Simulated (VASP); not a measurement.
Set up this calculation in VASP 6.6.1, as the native input.

| Property | Result |
| --- | --- |
| Task | single point |
| Functional | PBEsol |
| Dispersion | D3(BJ) |
| Potentials or basis | VASP PAW PBE potentials, release 64 (La, H) |
| Cutoff | 500 eV |
| k mesh | 7 × 7 × 7 |
| Occupations | fermi-dirac, width 0.05 eV |
| Spin | no spin polarisation |
| Dipole correction | no |
| Further INCAR settings | ALGO = Normal; EDIFF = 1e-06; NBANDS = 15 |

The structure of LaH3 lies in POSCAR:

```
LaH3
1.0
    0.0000000000      2.7196428409      2.7196428409
    2.7196428409      0.0000000000      2.7196428409
    2.7196428409      2.7196428409      0.0000000000
La H
1 3
Direct
    0.0000000000      0.0000000000      0.0000000000
    0.5000000000      0.5000000000      0.5000000000
    0.7500000000      0.7500000000      0.7500000000
    0.2500000000      0.2500000000      0.2500000000
```

These files were run (other wordings do the same):

INCAR

```
SYSTEM = LaH3
PREC = Accurate
ENCUT = 500
EDIFF = 1E-6
ISMEAR = -1
SIGMA = 0.05
LREAL = .FALSE.
LASPH = .TRUE.
NELM = 200
ALGO = Normal
ISIF = 2
LWAVE = .FALSE.
LCHARG = .FALSE.
GGA = PS
IVDW = 12
NBANDS = 15
GGA_COMPAT = .FALSE.
LMAXMIX = 6
```

KPOINTS

```
regular mesh
0
G
  7 7 7
  0 0 0
```

Potentials or basis: VASP PAW PBE potentials, release 64 (La, H).

Command:

```sh
$ cat potpaw_PBE.64/La/POTCAR potpaw_PBE.64/H/POTCAR > POTCAR
$ mpirun -np 1 vasp_std > vasp.out
```

Results of the run:

- Pressure: -0.3 GPa
- Band gap on the k mesh: zero (bands 7 and 8 overlap by 0.15 eV)
- Dispersion energy per atom: -0.189 eV

Caveat: the PAW data sets were made with another functional, which shifts forces and pressure a little; spin-orbit coupling is left out, which moves the levels of the heavy elements.

Wall time 31 s on 1 thread of AMD EPYC 7R43 64-Core Processor (Zen 3) (shared host), peak memory 0.14 GiB.
